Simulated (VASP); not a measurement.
# ReS (Fm-3m) in VASP: further runs, part 2 of 2

VASP 6.6.1.

**5. Single point, r2SCAN, collinear spin**

POSCAR

```
ReS
1.0
    0.0000000000      2.4842001446      2.4842001446
    2.4842001446      0.0000000000      2.4842001446
    2.4842001446      2.4842001446      0.0000000000
Re S
1 1
Direct
    0.0000000000      0.0000000000      0.0000000000
    0.5000000000      0.5000000000      0.5000000000
```

INCAR.step1

```
ALGO = Normal
EDIFF = 1E-4
ENCUT = 520
GGA = PE
ISMEAR = 0
ISPIN = 2
LASPH = T
LCHARG = F
LMAXMIX = 4
LREAL = F
LWAVE = T
MAGMOM = 0.5 0
NBANDS = 18
NELM = 150
PREC = Accurate
SIGMA = 0.1
```

INCAR.step2

```
ALGO = Normal
EDIFF = 1E-6
ENCUT = 520
ISIF = 2
ISMEAR = 0
ISPIN = 2
ISTART = 1
LASPH = T
LCHARG = F
LMAXMIX = 4
LMIXTAU = T
LORBIT = 11
LREAL = F
LWAVE = F
MAGMOM = 0.5 0
METAGGA = R2SCAN
NBANDS = 18
NELM = 150
PREC = Accurate
SIGMA = 0.1
```

KPOINTS

```
k-points
0
Gamma
  14 14 14
```

Potentials or basis: VASP PAW PBE potentials, release 64 (Re, S).

Command:

```bash
$ cat potpaw_PBE.64/Re/POTCAR potpaw_PBE.64/S/POTCAR > POTCAR
$ cp INCAR.step1 INCAR
$ mpirun -np 1 vasp_std > vasp.out
$ cp INCAR.step2 INCAR
$ mpirun -np 1 vasp_std > vasp.out
```

OUTCAR:

```text
EDIFF = 1E-6
   ENCUT = 520
   ISIF = 2
   ISMEAR = 0
   ISPIN = 2
   ISTART = 1
   LASPH = T
   LORBIT = 11
   LREAL = F
   METAGGA = R2SCAN
   NELM = 150
   PREC = Accurate

 ion  position               nearest neighbor table
   1  0.000  0.000  0.000-   2 2.48   2 2.48   2 2.48   2 2.48   2 2.48   2 2.48
   2  0.500  0.500  0.500-   1 2.48   1 2.48   1 2.48   1 2.48   1 2.48   1 2.48

  LATTYP: Found a face centered cubic cell.
 ALAT       =     4.9684002892

  Lattice vectors:

 A1 = (   0.0000000000,   2.4842001446,   2.4842001446)
 A2 = (   2.4842001446,   0.0000000000,   2.4842001446)
 A3 = (   2.4842001446,   2.4842001446,   0.0000000000)

Analysis of symmetry for initial positions (statically):
=====================================================================
 Subroutine PRICEL returns:
 Original cell was already a primitive cell.

 Routine SETGRP: Setting up the symmetry group for a
 face centered cubic supercell.

 Subroutine GETGRP returns: Found 48 space group operations
 (whereof 48 operations were pure point group operations)
 out of a pool of 48 trial point group operations.

The static configuration has the point symmetry O_h .

Analysis of symmetry for dynamics (positions and initial velocities):
=====================================================================
 Subroutine PRICEL returns:
 Original cell was already a primitive cell.

 Routine SETGRP: Setting up the symmetry group for a
 face centered cubic supercell.

 Subroutine GETGRP returns: Found 48 space group operations
 (whereof 48 operations were pure point group operations)
 out of a pool of 48 trial point group operations.

The dynamic configuration has the point symmetry O_h .

Analysis of structural, dynamic, and magnetic symmetry:
=====================================================================
 Subroutine PRICEL returns:
[... 149 lines left out ...]

 Free energy of the ion-electron system (eV)
  ---------------------------------------------------
  ext. energy  EPLUGINS =         0.00000000
  ---------------------------------------------------
  free energy    TOTEN  =       -58.64926271 eV

  energy without entropy =      -58.64354604  energy(sigma->0) =      -58.64640437

 E-fermi :   8.7695     XC(G=0): -13.0080

 val. band max:        8.7578856292   @ k =   0.5000   0.3571   0.1429
 cond. band min:       8.7739133415   @ k =   0.3571   0.0714   0.0000
 fundamental gap:      0.0160277123
 Fermi energy:         8.7695201038

 spin component 1

 k-point     1 :       0.0000    0.0000    0.0000
  band No.  band energies     occupation
      1      -8.9169      1.00000
      2       5.1216      1.00000
      3       5.1216      1.00000
      4       5.1217      1.00000
      5       5.4192      1.00000
      6       5.4192      1.00000
[... 493 lines left out ...]
     17      27.7203      0.00000
     18      29.8472      0.00000

 [... further k-points ...]

 spin component 2

 k-point     1 :       0.0000    0.0000    0.0000
  band No.  band energies     occupation
      1      -8.7823      1.00000
      2       5.4914      1.00000
      3       5.4914      1.00000
      4       5.4914      1.00000
      5       6.7564      1.00000
      6       6.7564      1.00000
[... 493 lines left out ...]
     17      28.4552      0.00000
     18      30.5952      0.00000

 [... further k-points ...]

------------------------ aborting loop because EDIFF is reached ----------------------------------------

  FORCE on cell =-STRESS in cart. coord.  units (eV):
  Direction    XX          YY          ZZ          XY          YZ          ZX
  --------------------------------------------------------------------------------------
  -------------------------------------------------------------------------------------
  Total        0.2107759      0.2107759      0.2107759     -0.0000000     -0.0000000     -0.0000000
  in kB       11.0139175     11.0139175     11.0139175     -0.0000000     -0.0000000     -0.0000000
  external PRESSURE =      11.0139175 kB  Pullay stress =       0.0000000 kB

 VOLUME and BASIS-vectors are now :
 -----------------------------------------------------------------------------
  energy-cutoff  :      520.00
  volume of cell :       30.66
      direct lattice vectors                 reciprocal lattice vectors
     0.000000000  2.484200145  2.484200145    -0.201272028  0.201272028  0.201272028
     2.484200145  0.000000000  2.484200145     0.201272028 -0.201272028  0.201272028
     2.484200145  2.484200145  0.000000000     0.201272028  0.201272028 -0.201272028

 POSITION                                       TOTAL-FORCE (eV/Angst)
 -----------------------------------------------------------------------------------
      0.00000      0.00000      0.00000         0.000000      0.000000     -0.000000
      2.48420      2.48420      2.48420         0.000000      0.000000      0.000000
 -----------------------------------------------------------------------------------
    total drift:                                0.000000      0.000000      0.000000

  FREE ENERGIE OF THE ION-ELECTRON SYSTEM (eV)
  ---------------------------------------------------
  free  energy   TOTEN  =       -58.6492627076 eV

  energy  without entropy=      -58.6435460393  energy(sigma->0) =      -58.64640437

 total charge

# of ion       s       p       d       tot
------------------------------------------
    1        0.444   0.382   4.999   5.825
    2        1.293   2.398   0.000   3.691
--------------------------------------------------
tot          1.737   2.780   4.999   9.516

 magnetization (x)

# of ion       s       p       d       tot
------------------------------------------
    1        0.087   0.010   1.856   1.953
    2        0.009   0.028   0.000   0.037
--------------------------------------------------
tot          0.096   0.038   1.856   1.990
```

OSZICAR.step1:

```text
N       E                     dE             d eps       ncg     rms          rms(c)
DAV:   1     0.406726430560E+02    0.40673E+02   -0.57407E+03 11808   0.747E+02
DAV:   2    -0.131891233176E+02   -0.53862E+02   -0.48694E+02 12306   0.217E+02
DAV:   3    -0.150705729786E+02   -0.18814E+01   -0.18526E+01 12522   0.446E+01
DAV:   4    -0.150792538867E+02   -0.86809E-02   -0.86655E-02 11960   0.194E+00
DAV:   5    -0.150793777057E+02   -0.12382E-03   -0.12380E-03 11240   0.190E-01    0.260E+01
DAV:   6    -0.145292094118E+02    0.55017E+00   -0.12769E+00 12548   0.237E+01    0.105E+01
DAV:   7    -0.145034342819E+02    0.25775E-01   -0.77332E-02 12116   0.343E+00    0.551E+00
DAV:   8    -0.144990210321E+02    0.44132E-02   -0.15475E-02 12102   0.157E+00    0.710E-01
DAV:   9    -0.144998292702E+02   -0.80824E-03   -0.61542E-04 11592   0.170E-01    0.466E-01
DAV:  10    -0.145024443055E+02   -0.26150E-02   -0.22737E-03 11960   0.404E-01    0.251E-01
DAV:  11    -0.145041297572E+02   -0.16855E-02   -0.13270E-03 11942   0.265E-01    0.147E-01
DAV:  12    -0.145049670736E+02   -0.83732E-03   -0.42972E-04  9728   0.150E-01    0.119E-01
DAV:  13    -0.145062237478E+02   -0.12567E-02   -0.24485E-03 11812   0.342E-01    0.537E-02
DAV:  14    -0.145063779255E+02   -0.15418E-03   -0.46938E-04 10774   0.183E-01    0.331E-02
DAV:  15    -0.145063875086E+02   -0.95831E-05   -0.31236E-05  5036   0.669E-02
   1 F= -.14506388E+02 E0= -.14499696E+02  d E =-.133829E-01  mag=     1.1615
```

Wall time 17 min (1 thread of Intel Xeon 8259CL, shared host); peak memory 0.25 GiB.

Results:

```
Free energy                                           : -58.6493 eV
Pressure                                              : 1.1 GPa
Net moment                                            : 1.98 μB per cell
Site moments                                          : Re +1.95; S +0.04 μB
Valence electrons inside the program's atomic spheres : Re 5.83; S 3.69
```

Levels at points of the mesh, in eV from the Fermi level:
Spin up:
| k point | band 4 | band 5 | band 6 | band 7 | band 8 | band 9 | band 10 | band 11 | band 12 | band 13 |
| --- | --- | --- | --- | --- | --- | --- | --- | --- | --- | --- |
| (0.00, 0.00, 0.00) | -3.65 | -3.35 | -3.35 | -3.35 | -2.83 | -2.83 | 2.28 | 9.59 | 13.00 | 13.00 |
| (0.50, 0.00, 0.00) | -7.18 | -1.31 | -1.31 | -0.72 | 2.61 | 4.92 | 4.92 | 6.11 | 6.11 | 10.58 |
| (0.50, 0.50, 0.00) | -4.90 | -4.90 | -1.78 | -0.67 | -0.67 | -0.08 | 2.08 | 11.08 | 11.14 | 14.03 |
Spin down:
```csv
k point,band 2,band 3,band 4,band 5,band 6,band 7,band 8,band 9
"(0.00, 0.00, 0.00)",-3.28,-3.28,-3.28,-2.01,-2.01,-2.01,-1.94,-1.94
"(0.50, 0.00, 0.00)",-9.51,-6.74,-6.74,0.71,0.71,1.22,2.92,5.66
"(0.50, 0.50, 0.00)",-7.40,-4.83,-4.83,-3.99,-0.83,1.00,1.55,1.55
```

Caveat: the PAW data sets were made with another functional, which shifts forces and pressure a little; spin-orbit coupling is left out, which moves the levels of the heavy elements.
